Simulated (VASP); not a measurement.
# MnS (Fm-3m) in VASP: notebook

The runs below take MnS through single point, with PBE.

Everything below comes from runs of VASP 6.6.1. Logs are shortened: lines on timing, memory, paths and dates and some standing lists are left out, and cuts for length are marked.

## Step 1: The cell of the first run

The structure is cubic, space group Fm-3m (No. 225). The conventional cell has a = 5.209 Å, b = 5.209 Å, c = 5.209 Å, α = 90.00°, β = 90.00°, γ = 90.00°. Mn (site symmetry m-3m) has 6 S at 2.60 Å within 3.4 Å. Within 3.4 Å of S (site symmetry m-3m) lie 6 Mn at 2.60 Å.

## Step 2: Single point, PBE, collinear spin, ferromagnetic start

Input file INCAR:

```
  PREC = Accurate
  ENCUT = 520
  EDIFF = 1E-6
  ISMEAR = 0
  SIGMA = 0.023
  LREAL = F
  LASPH = T
  NELM = 150
  ALGO = Fast
  ISIF = 2
  LWAVE = F
  LCHARG = F
  ISPIN = 2
  MAGMOM = 4 0
  LORBIT = 11
  LMAXMIX = 4
  GGA = PE
  NBANDS = 20
```

Input file KPOINTS:

```
regular mesh
0
Gamma
  9 9 9
```

Input file POSCAR:

```
MnS
1.0
    0.0000000000      2.6045000000      2.6045000000
    2.6045000000      0.0000000000      2.6045000000
    2.6045000000      2.6045000000      0.0000000000
Mn S
1 1
Direct
    0.0000000000      0.0000000000      0.0000000000
    0.5000000000      0.5000000000      0.5000000000
```

Potentials or basis: VASP PAW PBE potentials, release 64 (Mn_pv, S).

Started as:

```console
$ cat potpaw_PBE.64/Mn_pv/POTCAR potpaw_PBE.64/S/POTCAR > POTCAR
$ mpirun -np 1 vasp_std > vasp.out
```

OUTCAR:

```text
PREC = Accurate
   ENCUT = 520
   EDIFF = 1E-6
   ISMEAR = 0
   LREAL = F
   LASPH = T
   NELM = 150
   ISIF = 2
   ISPIN = 2
   LORBIT = 11
   GGA = PE

 ion  position               nearest neighbor table
   1  0.000  0.000  0.000-   2 2.60   2 2.60   2 2.60   2 2.60   2 2.60   2 2.60
   2  0.500  0.500  0.500-   1 2.60   1 2.60   1 2.60   1 2.60   1 2.60   1 2.60

  LATTYP: Found a face centered cubic cell.
 ALAT       =     5.2090000000

  Lattice vectors:

 A1 = (   0.0000000000,   2.6045000000,   2.6045000000)
 A2 = (   2.6045000000,   0.0000000000,   2.6045000000)
 A3 = (   2.6045000000,   2.6045000000,   0.0000000000)

Analysis of symmetry for initial positions (statically):
=====================================================================
 Subroutine PRICEL returns:
 Original cell was already a primitive cell.

 Routine SETGRP: Setting up the symmetry group for a
 face centered cubic supercell.

 Subroutine GETGRP returns: Found 48 space group operations
 (whereof 48 operations were pure point group operations)
 out of a pool of 48 trial point group operations.

The static configuration has the point symmetry O_h .

Analysis of symmetry for dynamics (positions and initial velocities):
=====================================================================
 Subroutine PRICEL returns:
 Original cell was already a primitive cell.

 Routine SETGRP: Setting up the symmetry group for a
 face centered cubic supercell.

 Subroutine GETGRP returns: Found 48 space group operations
 (whereof 48 operations were pure point group operations)
 out of a pool of 48 trial point group operations.

The dynamic configuration has the point symmetry O_h .

Analysis of structural, dynamic, and magnetic symmetry:
=====================================================================
 Subroutine PRICEL returns:
 Original cell was already a primitive cell.

 Routine SETGRP: Setting up the symmetry group for a
 face centered cubic supercell.

 Subroutine GETGRP returns: Found 48 space group operations
 (whereof 48 operations were pure point group operations)
 out of a pool of 48 trial point group operations.

The overall configuration has the point symmetry O_h .

 Subroutine INISYM returns: Found 48 space group operations
 (whereof 48 operations are pure point group operations),
 and found     1 'primitive' translations

----------------------------------------------------------------------------------------
[... 115 lines left out ...]
  Fermi-wavevector in a.u.,A,eV,Ry     =   1.331246  2.515690 24.112464  1.772216
  Thomas-Fermi vector in A             =   2.460272
   LORBIT       =     11    0 simple, 1 ext, 2 COOP (PROOUT), +10 PAW based schemes
   GGA     = PE    functional components
   LHFCALC =     F    Hartree Fock is set to
   AEXX    =    0.0000 exact exchange contribution
   IVDW    =     0    specifies the selected vdW correction
   LEPSILON=     F    determine dielectric tensor
   LRPA    =     F    only Hartree local field effects (RPA)
 spin polarized calculation
 RMM-DIIS sequential band-by-band and
 Gauss-broadening in eV      SIGMA  =   0.02
  energy-cutoff  :      520.00
  volume of cell :       35.33
 maximum number of plane-waves:       963
   NGX = 13   NGY = 13   NGZ = 13

 number of electron      18.9999989 magnetization       4.7201519

 Free energy of the ion-electron system (eV)
  ---------------------------------------------------
  ext. energy  EPLUGINS =         0.00000000
  ---------------------------------------------------
  free energy    TOTEN  =       -14.06652638 eV

  energy without entropy =      -14.06620790  energy(sigma->0) =      -14.06636714

 E-fermi :   6.6274     XC(G=0): -10.6415

 val. band max:        6.6172338112   @ k =  -0.2222   0.1111   0.0000
 cond. band min:       6.6421406811   @ k =  -0.3333   0.2222   0.0000
 fundamental gap:      0.0249068698
 Fermi energy:         6.6273902071

 spin component 1

 k-point     1 :       0.0000    0.0000    0.0000
  band No.  band energies     occupation
      1     -44.0631      1.00000
      2     -44.0631      1.00000
      3     -44.0631      1.00000
      4      -7.9383      1.00000
      5       3.2533      1.00000
      6       3.2533      1.00000
[... 541 lines left out ...]
     19      21.3186      0.00000
     20      21.3186      0.00000

 [... further k-points ...]

 spin component 2

 k-point     1 :       0.0000    0.0000    0.0000
  band No.  band energies     occupation
      1     -39.5279      1.00000
      2     -39.5279      1.00000
      3     -39.5279      1.00000
      4      -7.6412      1.00000
      5       4.9868      1.00000
      6       4.9868      1.00000
[... 541 lines left out ...]
     19      21.7217      0.00000
     20      21.7217      0.00000

 [... further k-points ...]

------------------------ aborting loop because EDIFF is reached ----------------------------------------

  FORCE on cell =-STRESS in cart. coord.  units (eV):
  Direction    XX          YY          ZZ          XY          YZ          ZX
  --------------------------------------------------------------------------------------
  -------------------------------------------------------------------------------------
  Total       -0.6302077     -0.6302077     -0.6302077      0.0000000      0.0000000     -0.0000000
  in kB      -28.5753267    -28.5753267    -28.5753267      0.0000000      0.0000000     -0.0000000
  external PRESSURE =     -28.5753267 kB  Pullay stress =       0.0000000 kB

 VOLUME and BASIS-vectors are now :
 -----------------------------------------------------------------------------
  energy-cutoff  :      520.00
  volume of cell :       35.33
      direct lattice vectors                 reciprocal lattice vectors
     0.000000000  2.604500000  2.604500000    -0.191975427  0.191975427  0.191975427
     2.604500000  0.000000000  2.604500000     0.191975427 -0.191975427  0.191975427
     2.604500000  2.604500000  0.000000000     0.191975427  0.191975427 -0.191975427

 POSITION                                       TOTAL-FORCE (eV/Angst)
 -----------------------------------------------------------------------------------
      0.00000      0.00000      0.00000         0.000000      0.000000      0.000000
      2.60450      2.60450      2.60450        -0.000000      0.000000     -0.000000
 -----------------------------------------------------------------------------------
    total drift:                               -0.000000      0.000000      0.000000

  FREE ENERGIE OF THE ION-ELECTRON SYSTEM (eV)
  ---------------------------------------------------
  free  energy   TOTEN  =       -14.0665263830 eV

  energy  without entropy=      -14.0662079032  energy(sigma->0) =      -14.06636714

 total charge

# of ion       s       p       d       tot
------------------------------------------
    1        0.215   6.162   4.928  11.305
    2        1.327   2.401   0.000   3.728
--------------------------------------------------
tot          1.542   8.563   4.928  15.033

 magnetization (x)

# of ion       s       p       d       tot
------------------------------------------
    1        0.052   0.039   4.171   4.261
    2        0.027   0.081   0.000   0.108
--------------------------------------------------
tot          0.078   0.120   4.171   4.369
```

OSZICAR:

```text
N       E                     dE             d eps       ncg     rms          rms(c)
DAV:   1     0.153584059293E+03    0.15358E+03   -0.10106E+04  2816   0.975E+02
DAV:   2    -0.693416568121E+01   -0.16052E+03   -0.15080E+03  2916   0.284E+02
DAV:   3    -0.150985539123E+02   -0.81644E+01   -0.80623E+01  3296   0.693E+01
DAV:   4    -0.151968618302E+02   -0.98308E-01   -0.98248E-01  3164   0.774E+00
DAV:   5    -0.151983006878E+02   -0.14389E-02   -0.14388E-02  3164   0.987E-01    0.115E+01
RMM:   6    -0.141491525467E+02    0.10491E+01   -0.37475E+00  3381   0.143E+01    0.112E+01
RMM:   7    -0.140714437771E+02    0.77709E-01   -0.31950E-01  3227   0.430E+00    0.616E+00
RMM:   8    -0.140698048679E+02    0.16389E-02   -0.35849E-02  3361   0.142E+00    0.316E+00
RMM:   9    -0.140662121245E+02    0.35927E-02   -0.16048E-02  3331   0.112E+00    0.281E-01
RMM:  10    -0.140663347012E+02   -0.12258E-03   -0.33758E-03  3221   0.447E-01    0.196E-01
RMM:  11    -0.140664677967E+02   -0.13310E-03   -0.73946E-04  3359   0.236E-01    0.126E-01
RMM:  12    -0.140664891357E+02   -0.21339E-04   -0.16587E-04  3530   0.118E-01    0.100E-01
RMM:  13    -0.140665137220E+02   -0.24586E-04   -0.56354E-05  3498   0.681E-02    0.397E-02
RMM:  14    -0.140665266622E+02   -0.12940E-04   -0.16328E-05  3330   0.380E-02    0.161E-02
RMM:  15    -0.140665263830E+02    0.27921E-06   -0.35946E-06  3155   0.166E-02
   1 F= -.14066526E+02 E0= -.14066367E+02  d E =-.318480E-03  mag=     4.7201
```

stdout:

```text
POSCAR found type information on POSCAR MnS
 POSCAR found :  2 types and       2 ions
 scaLAPACK will be used
 LDA part: xc-table for (Slater+PW92), standard interpolation
 POSCAR, INCAR and KPOINTS ok, starting setup
 FFT: planning ... GRIDC
 FFT: planning ... GRID_SOFT
 FFT: planning ... GRID
 WAVECAR not read
 entering main loop
```

It took 71 s on 1 thread of AMD EPYC 9755, shared host; peak memory 0.15 GiB.

What came out:

- Free energy: -14.0665 eV
- Pressure: -2.9 GPa
- Net moment: 4.72 μB per cell
- Site moments: Mn +4.26; S +0.11 μB
- Valence electrons inside the program's atomic spheres: Mn 11.30; S 3.73

Caveat: a cell with one magnetic atom can't hold antiferromagnetic order, which such compounds often take; semilocal functionals often make such compounds metallic where correlation or magnetic order opens a gap, which also shifts bond lengths. With open d or f shells a metallic result of PBE can be an artefact of self-interaction; +U or a hybrid may open a gap.

## Step 3: Single point, PBE, collinear spin, ferromagnetic start

Input file INCAR:

```
ALGO     = Fast           # electronic algorithm
EDIFF    = 1E-6           # SCF threshold, eV
ENCUT    = 520            # plane-wave cutoff, eV
GGA      = PE             # functional
ISIF     = 2              # what is computed and relaxed
ISMEAR   = 0              # smearing method
ISPIN    = 2              # spin polarisation
LASPH    = T              # aspherical terms in the spheres
LCHARG   = F              # write CHGCAR
LMAXMIX  = 4              # l up to which the mixer works
LORBIT   = 11             # projections on sites
LREAL    = F              # projectors in reciprocal space
LWAVE    = F              # write WAVECAR
MAGMOM   = 4 0            # initial moments
NBANDS   = 20             # bands
NELM     = 150            # most SCF steps
PREC     = Accurate       # precision mode
SIGMA    = 0.025          # smearing width, eV
```

Input file KPOINTS:

```
k-points
0
Gamma
  9 9 9
```

POSCAR is that of step 2.

Potentials or basis: VASP PAW PBE potentials, release 64 (Mn_pv, S).

Started as:

```console
$ cat potpaw_PBE.64/Mn_pv/POTCAR potpaw_PBE.64/S/POTCAR > POTCAR
$ mpirun -np 1 vasp_std > vasp.out
```

OUTCAR:

```text
EDIFF = 1E-6
   ENCUT = 520
   GGA = PE
   ISIF = 2
   ISMEAR = 0
   ISPIN = 2
   LASPH = T
   LORBIT = 11
   LREAL = F
   NELM = 150
   PREC = Accurate

 ion  position               nearest neighbor table
   1  0.000  0.000  0.000-   2 2.60   2 2.60   2 2.60   2 2.60   2 2.60   2 2.60
   2  0.500  0.500  0.500-   1 2.60   1 2.60   1 2.60   1 2.60   1 2.60   1 2.60

  LATTYP: Found a face centered cubic cell.
 ALAT       =     5.2090000000
[... 1322 lines left out ...]
  in kB      -28.5792062    -28.5792062    -28.5792062      0.0000000      0.0000000     -0.0000000
  external PRESSURE =     -28.5792062 kB  Pullay stress =       0.0000000 kB

 VOLUME and BASIS-vectors are now :
 -----------------------------------------------------------------------------
  energy-cutoff  :      520.00
  volume of cell :       35.33
      direct lattice vectors                 reciprocal lattice vectors
     0.000000000  2.604500000  2.604500000    -0.191975427  0.191975427  0.191975427
     2.604500000  0.000000000  2.604500000     0.191975427 -0.191975427  0.191975427
     2.604500000  2.604500000  0.000000000     0.191975427  0.191975427 -0.191975427

 POSITION                                       TOTAL-FORCE (eV/Angst)
 -----------------------------------------------------------------------------------
      0.00000      0.00000      0.00000         0.000000     -0.000000     -0.000000
      2.60450      2.60450      2.60450        -0.000000      0.000000      0.000000
 -----------------------------------------------------------------------------------
    total drift:                               -0.000000      0.000000      0.000000

  FREE ENERGIE OF THE ION-ELECTRON SYSTEM (eV)
  ---------------------------------------------------
  free  energy   TOTEN  =       -14.0665547559 eV

  energy  without entropy=      -14.0661915358  energy(sigma->0) =      -14.06637315

 total charge

# of ion       s       p       d       tot
------------------------------------------
    1        0.215   6.162   4.928  11.305
    2        1.327   2.401   0.000   3.728
--------------------------------------------------
tot          1.542   8.563   4.928  15.033

 magnetization (x)

# of ion       s       p       d       tot
------------------------------------------
    1        0.052   0.039   4.171   4.261
    2        0.027   0.081   0.000   0.108
--------------------------------------------------
tot          0.078   0.120   4.171   4.369
```

OSZICAR:

```text
N       E                     dE             d eps       ncg     rms          rms(c)
DAV:   1     0.153584051006E+03    0.15358E+03   -0.10106E+04  2816   0.975E+02
DAV:   2    -0.693424161764E+01   -0.16052E+03   -0.15080E+03  2916   0.284E+02
DAV:   3    -0.150986004499E+02   -0.81644E+01   -0.80624E+01  3296   0.693E+01
DAV:   4    -0.151969083274E+02   -0.98308E-01   -0.98248E-01  3164   0.774E+00
DAV:   5    -0.151983471926E+02   -0.14389E-02   -0.14388E-02  3164   0.987E-01    0.115E+01
RMM:   6    -0.141492816228E+02    0.10491E+01   -0.37481E+00  3381   0.143E+01    0.112E+01
RMM:   7    -0.140714637991E+02    0.77818E-01   -0.31959E-01  3227   0.430E+00    0.616E+00
RMM:   8    -0.140698345657E+02    0.16292E-02   -0.35861E-02  3361   0.142E+00    0.316E+00
RMM:   9    -0.140662395176E+02    0.35950E-02   -0.16065E-02  3331   0.112E+00    0.281E-01
RMM:  10    -0.140663610630E+02   -0.12155E-03   -0.33825E-03  3221   0.447E-01    0.196E-01
RMM:  11    -0.140664967061E+02   -0.13564E-03   -0.74165E-04  3359   0.236E-01    0.125E-01
RMM:  12    -0.140665177802E+02   -0.21074E-04   -0.16607E-04  3530   0.118E-01    0.100E-01
RMM:  13    -0.140665417652E+02   -0.23985E-04   -0.56402E-05  3494   0.682E-02    0.398E-02
RMM:  14    -0.140665550832E+02   -0.13318E-04   -0.16380E-05  3332   0.380E-02    0.163E-02
RMM:  15    -0.140665547559E+02    0.32732E-06   -0.36296E-06  3158   0.167E-02
   1 F= -.14066555E+02 E0= -.14066373E+02  d E =-.363220E-03  mag=     4.7200
```

Run time: 69 s. Hardware: 1 thread of AMD EPYC 9755, shared host; peak memory 0.16 GiB.

What came out:

* Free energy: -14.0666 eV
* Pressure: -2.9 GPa
* Net moment: 4.72 μB per cell
* Site moments: Mn +4.26; S +0.11 μB
* Valence electrons inside the program's atomic spheres: Mn 11.30; S 3.73

Caveat: a cell with one magnetic atom can't hold antiferromagnetic order, which such compounds often take; semilocal functionals often make such compounds metallic where correlation or magnetic order opens a gap, which also shifts bond lengths. With open d or f shells a metallic result of PBE can be an artefact of self-interaction; +U or a hybrid may open a gap.
